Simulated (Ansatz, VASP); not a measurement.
One calculation of Pd, two programs

```
CELL_PARAMETERS angstrom
2.70939 0.00000 0.00000
-1.35470 2.34640 0.00000
0.00000 0.00000 8.93446
ATOMIC_POSITIONS crystal
Pd 0.00000 0.00000 0.00000
Pd 0.00000 0.00000 0.50000
Pd 0.33333 0.66667 0.25000
Pd 0.66667 0.33333 0.75000
```

Alike in both runs: functional LDA; k mesh 13 × 13 × 4; occupations fermi-dirac, width 0.1 eV; no spin polarisation.

Ansatz relaxed the structure, and its values are those at the end. VASP's run is a single point on that final structure, the one shown.

```csv
,VASP,Ansatz
version,VASP 6.6.1,Ansatz 0.2.0
potentials or method,"VASP PAW LDA potentials, release 64 (Pd), cutoff 520 eV","plane waves (420 eV) with PAW, scalar-relativistic"
valence electrons in the cell,40,72
```

|  | VASP | Ansatz | Ansatz less VASP |
| --- | --- | --- | --- |
| pressure (GPa) | 0.3 | 0.0 | -0.27 |

Ansatz warns that its potentials were made for another functional, while VASP's fit it. LDA's correlation is that of Perdew and Zunger in VASP and of Perdew and Wang (1992) in Ansatz. VASP's potentials hold 40 valence electrons a cell and Ansatz's 72, so a difference there can come from the potentials and not from the codes.
